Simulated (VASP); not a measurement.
Wanted: the native input for a VASP 6.6.1 run.

```yaml
Task: single point
Functional: PBE
Potentials_or_basis: VASP PAW PBE potentials, release 64 (Zn)
Cutoff: 520 eV
k_mesh: 8 × 8 × 12
Occupations: fermi-dirac, width 0.1 eV
Spin: no spin polarisation
Dipole_correction: no
Further_INCAR_settings: ALGO = Normal; EDIFF = 1e-07; NBANDS = 25
```

The structure of Zn lies in POSCAR:

```
Zn
1.0
    4.4838843717      0.0000000000      0.0000000000
   -2.2419421859      3.8831577736      0.0000000000
    0.0000000000      0.0000000000      2.6864723920
Zn
3
Direct
    0.0000000000      1.0000000000      0.0000000000
    0.3333333333      0.6666666667      0.5000000000
    0.6666666667      0.3333333333      0.5000000000
```

These files were run (other wordings do the same):

INCAR

```
  PREC = Accurate
  ENCUT = 520
  EDIFF = 1E-7
  ISMEAR = -1
  SIGMA = 0.1
  LREAL = F
  LASPH = T
  NELM = 80
  ALGO = Normal
  ISIF = 2
  LWAVE = F
  LCHARG = T
  GGA = PE
  LELF = T
  LVHAR = T
  NBANDS = 25
```

KPOINTS

```
Automatic mesh
0
Gamma
  8 8 12
```

Potentials or basis: VASP PAW PBE potentials, release 64 (Zn).

Launch:

```sh
$ cat potpaw_PBE.64/Zn/POTCAR > POTCAR
$ mpirun -np 1 vasp_std > vasp.out
```

Results of the run:

```json
{
 "Pressure": "0.3 GPa",
 "Band gap on the k mesh": "zero (band 18 reaches 7.21 eV, above the bottom of band 19 at 1.86 eV)"
}
```

It took 94 s on 1 thread of Intel(R) Xeon(R) Platinum 8488C (Sapphire Rapids), with other jobs on the host, peak memory 0.2 GiB.
